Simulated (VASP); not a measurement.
Write the native input for VASP 6.6.1 that does the following.

```yaml
Task: single point
Functional: PBEsol
Potentials_or_basis: VASP PAW PBE potentials, release 64 (Rb_sv, Br)
Cutoff: 500 eV
k_mesh: 6 × 6 × 6
Occupations: gaussian, width 0.02 eV
Spin: no spin polarisation
Dipole_correction: no
Further_INCAR_settings: ALGO = Normal; EDIFF = 1e-06; NBANDS = 15
```

The structure of RbBr lies in POSCAR:

```
RbBr
1.0
    0.0000000000      3.5117822250      3.5117822250
    3.5117822250      0.0000000000      3.5117822250
    3.5117822250      3.5117822250      0.0000000000
Rb Br
1 1
Direct
    0.0000000000      0.0000000000      0.0000000000
    0.5000000000      0.5000000000      0.5000000000
```

These files were run (other wordings do the same):

INCAR

```
PREC = Accurate
ENCUT = 500
EDIFF = 1E-6
ISMEAR = 0
SIGMA = 0.02
LREAL = False
LASPH = True
NELM = 120
ALGO = Normal
ISIF = 2
LWAVE = False
LCHARG = False
GGA = PS
NBANDS = 15
GGA_COMPAT = False
```

KPOINTS

```
Automatic mesh
0
Gamma
  6 6 6
```

Potentials or basis: VASP PAW PBE potentials, release 64 (Rb_sv, Br).

Launch:

```bash
$ cat potpaw_PBE.64/Rb_sv/POTCAR potpaw_PBE.64/Br/POTCAR > POTCAR
$ mpirun -np 1 vasp_std > vasp.out
```

It gave:

```json
{
  "Pressure": "-0.9 GPa",
  "Band gap on the k mesh": "4.05 eV, direct"
}
```

Caveat: the PAW data sets were made with another functional, which shifts forces and pressure a little.

It took 29 s on 1 thread of Intel Xeon 8259CL, with other jobs on the host, peak memory 0.21 GiB.
